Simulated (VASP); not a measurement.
# Li (P1) in VASP: a series of runs, part 3 of 3

VASP 6.6.1. Earlier steps stand in the parts before.

### 6 Single point, PBE

File INCAR:

```
SYSTEM = Li
ALGO     = Normal         ! electronic algorithm
EDIFF    = 1E-6           ! SCF threshold, eV
ENCUT    = 520            ! plane-wave cutoff, eV
GGA      = PE             ! functional
ISIF     = 2              ! what is computed and relaxed
ISMEAR   = -1             ! smearing method
LASPH    = .TRUE.         ! aspherical terms in the spheres
LCHARG   = .FALSE.        ! write CHGCAR
LREAL    = Auto         
LWAVE    = .FALSE.        ! write WAVECAR
NBANDS   = 38             ! bands
NELM     = 100            ! most SCF steps
PREC     = Accurate       ! precision mode
SIGMA    = 0.11           ! smearing width, eV
```

File KPOINTS:

```
k-points
0
G
  2 2 2
  0 0 0
```

File POSCAR:

```
Li
1.0
    7.3128730000      0.0000000000      0.0000000000
    0.0000000000      7.3128730000      0.0000000000
    0.0000000000      0.0000000000      7.3128730000
Li
16
Direct
   -0.0766046395     -0.0577885053      0.0224535555
    0.4581373148     -0.0384527394      0.0863135460
   -0.1563544178      0.3633182198      0.0182828281
    0.0214006178      0.0294549078      0.5697487157
    0.1254636857      0.2137737111      0.2528281292
    0.4765021900      0.5453397044      0.1617011536
    0.4068168557     -0.1295797151      0.4442303319
    0.7277850990      0.1721211349      0.3491924446
   -0.0915508857      0.4134900196      0.5405809728
    0.1524161571      0.6906177640      0.1866434710
    0.2620310786      0.2679247951      0.7861069104
    0.3722340043      0.3497394253      0.4869495204
    0.7416784074      0.7552982255      0.3688153753
    0.5972891913      0.0805565747      0.7251048938
    0.1745962223      0.6430167733      0.7962807504
    0.6238861252      0.6170078436      0.7261168080
```

Potentials or basis: VASP PAW PBE potentials, release 64 (Li_sv).

Started as:

```console
cat potpaw_PBE.64/Li_sv/POTCAR > POTCAR
mpirun -np 1 vasp_std > vasp.out
```

Wall time 2.7 min (1 thread of AMD EPYC 7R43 (Zen 3), shared host); peak memory 0.34 GiB.

It converged, with:

```yaml
Free_energy: -28.3850 eV
Largest_force: 0.885 eV/Å
Band_gap_on_the_k_mesh: zero (band 24 reaches 0.35 eV, above the bottom of band 25 at -0.32 eV)
```

Forces on the atoms (eV/Å):
```
Li  -0.225  0.064 -0.187
Li  -0.047  0.117 -0.173
Li   0.017  0.163 -0.210
Li   0.028 -0.311  0.156
Li   0.192 -0.071 -0.253
Li   0.315 -0.304 -0.242
Li  -0.400  0.116  0.334
Li  -0.437 -0.193 -0.228
Li   0.278  0.201  0.102
Li  -0.357 -0.171  0.436
Li  -0.306 -0.239  0.795
Li   0.349  0.310 -0.362
Li   0.376 -0.015 -0.171
Li   0.353  0.036 -0.037
Li   0.028  0.228 -0.186
Li  -0.163  0.070  0.226
```

Levels at points of the mesh, in eV from the Fermi level:
| k point | band 20 | band 21 | band 22 | band 23 | band 24 | band 25 | band 26 | band 27 |
| --- | --- | --- | --- | --- | --- | --- | --- | --- |
| (0.00, 0.00, 0.00) | -1.02 | -0.91 | -0.87 | -0.72 | 0.38 | 0.48 | 0.52 | 0.73 |
| (0.50, 0.00, 0.00) | -0.56 | -0.53 | -0.46 | -0.39 | -0.35 | -0.28 | -0.14 | 1.01 |
| (0.00, 0.50, 0.00) | -0.54 | -0.52 | -0.44 | -0.42 | -0.34 | -0.29 | -0.20 | 0.98 |
| (0.00, 0.00, 0.50) | -0.60 | -0.54 | -0.41 | -0.35 | -0.30 | -0.27 | -0.15 | 0.93 |
| (0.50, 0.50, 0.00) | -1.93 | -0.10 | -0.07 | 0.00 | 0.11 | 0.19 | 0.24 | 0.33 |
| (0.00, 0.50, 0.50) | -1.91 | -0.18 | -0.16 | -0.03 | 0.08 | 0.17 | 0.22 | 0.33 |
| (0.50, 0.00, 0.50) | -1.92 | -0.33 | -0.10 | 0.02 | 0.10 | 0.19 | 0.25 | 0.31 |
| (0.50, 0.50, 0.50) | -1.49 | -1.46 | -1.36 | -1.35 | -1.26 | 1.78 | 1.82 | 1.87 |

Caveat: the k points lie up to 0.43 Å⁻¹ apart.

### 7 Single point, PBE

File INCAR:

```
  PREC = Accurate
  ENCUT = 520
  EDIFF = 1E-7
  ISMEAR = -1
  SIGMA = 0.11
  LREAL = Auto
  LASPH = True
  NELM = 100
  ALGO = Normal
  ISIF = 2
  LWAVE = False
  LCHARG = True
  GGA = PE
  LELF = True
  LVHAR = True
  NBANDS = 38
```

File KPOINTS:

```
Automatic mesh
0
Gamma
  2 2 2
```

File POSCAR:

```
Li
1.0
    7.3128730000      0.0000000000      0.0000000000
    0.0000000000      7.3128730000      0.0000000000
    0.0000000000      0.0000000000      7.3128730000
Li
16
Direct
   -0.1162607364     -0.1490385516      0.0280874562
    0.4327984364     -0.0444148285      0.0585542782
   -0.1187768473      0.3637831534      0.0017503381
    0.0322308346      0.0078491723      0.6085159690
    0.0926311725      0.1019571925      0.2528554783
    0.5190983079      0.5266466408      0.1272276983
    0.3957404976     -0.1801617504      0.4746014323
    0.7030752483      0.1696186984      0.2982548719
   -0.0614259266      0.4211750977      0.5683539151
    0.1526622984      0.5278499982      0.2133087775
    0.2946721487      0.2702631373      0.8717640796
    0.3847461866      0.3869204347      0.5249099772
    0.7789277894      0.7669762623      0.3801652237
    0.6385725555      0.1064014102      0.6993557799
    0.1869990085      0.6301764026      0.8334070618
    0.6460935394      0.6239134742      0.7623816248
```

Started as:

```console
cat potpaw_PBE.64/Li_sv/POTCAR > POTCAR
mpirun -np 1 vasp_std > vasp.out
```

It took 2.8 min on 1 thread of AMD EPYC 7R43 (Zen 3), shared host; peak memory 0.34 GiB.

It converged, with:

| Property | Result |
| --- | --- |
| Free energy | -28.9702 eV |
| Largest force | 0.377 eV/Å |
| Band gap on the k mesh | zero (band 24 reaches 0.35 eV, above the bottom of band 25 at -0.35 eV) |

Forces on the atoms (eV/Å):
```
Li  -0.031  0.034 -0.268
Li   0.081 -0.279  0.006
Li  -0.050 -0.113 -0.269
Li   0.041 -0.048  0.351
Li   0.278  0.155 -0.073
Li   0.177 -0.004  0.068
Li  -0.158  0.062 -0.026
Li  -0.181  0.030  0.078
Li   0.039 -0.080 -0.101
Li  -0.165  0.229  0.250
Li  -0.165 -0.094  0.182
Li   0.043 -0.052 -0.259
Li   0.078 -0.141  0.070
Li   0.104 -0.070  0.155
Li   0.019  0.310 -0.166
Li  -0.109  0.060  0.000
```

Levels at points of the mesh, in eV from the Fermi level:
```tsv
k point	band 19	band 20	band 21	band 22	band 23	band 24	band 25	band 26	band 27	band 28
(0.00, 0.00, 0.00)	-1.01	-0.96	-0.89	-0.86	-0.80	0.37	0.41	0.45	0.75	0.88
(0.50, 0.00, 0.00)	-0.65	-0.51	-0.45	-0.45	-0.43	-0.36	-0.33	-0.23	1.04	1.13
(0.00, 0.50, 0.00)	-0.57	-0.55	-0.47	-0.45	-0.40	-0.37	-0.33	-0.25	0.98	1.18
(0.00, 0.00, 0.50)	-0.59	-0.54	-0.51	-0.45	-0.38	-0.35	-0.32	-0.30	1.10	1.15
(0.50, 0.50, 0.00)	-2.05	-1.94	-0.09	-0.05	0.05	0.06	0.09	0.24	0.27	0.40
(0.00, 0.50, 0.50)	-2.04	-1.94	-0.24	-0.06	0.01	0.06	0.21	0.24	0.32	0.57
(0.50, 0.00, 0.50)	-2.04	-2.00	-0.31	-0.02	0.11	0.12	0.17	0.20	0.26	0.71
(0.50, 0.50, 0.50)	-1.55	-1.51	-1.49	-1.43	-1.39	-1.32	1.79	1.96	2.03	2.11
```

Caveat: the k points lie up to 0.43 Å⁻¹ apart.
